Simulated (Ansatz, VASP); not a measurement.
Br: VASP beside Ansatz

```
CELL_PARAMETERS angstrom
-3.33250 0.00000 2.39256
0.00000 -8.82258 0.00000
3.33250 0.00000 2.39256
ATOMIC_POSITIONS crystal
Br 0.13000 0.90000 0.13000
Br 0.63000 0.60000 0.63000
Br 0.87000 0.10000 0.87000
Br 0.37000 0.40000 0.37000
```

Alike in both runs: task single point; functional PBE; k mesh 8 × 3 × 8; occupations fermi-dirac, width 0.0417 eV; no spin polarisation.

```csv
,VASP,Ansatz
version,VASP 6.6.1,Ansatz 0.2.0
potentials or method,"VASP PAW PBE potentials, release 64 (Br), cutoff 520 eV",PAW plane waves
valence electrons in the cell,28,28
```

VASP gave:

```
gap on the k mesh at the Fermi level (eV)                     : 2.41
pressure (GPa)                                                : 5.7
traceless stress, the component that is largest in VASP (GPa) : 4.93
rms of the force components (eV/Å)                            : 1.877
```

Task: Which values does Ansatz return?

Result: gap on the k mesh at the Fermi level (eV): 2.41; pressure (GPa): 5.6; traceless stress, the component that is largest in VASP (GPa): 4.88; rms of the force components (eV/Å): 1.862.

Atom by atom the forces differ by 0.015 eV/Å (rms over components). The functional is the same, so the differences come from potentials, cutoffs and numerics.
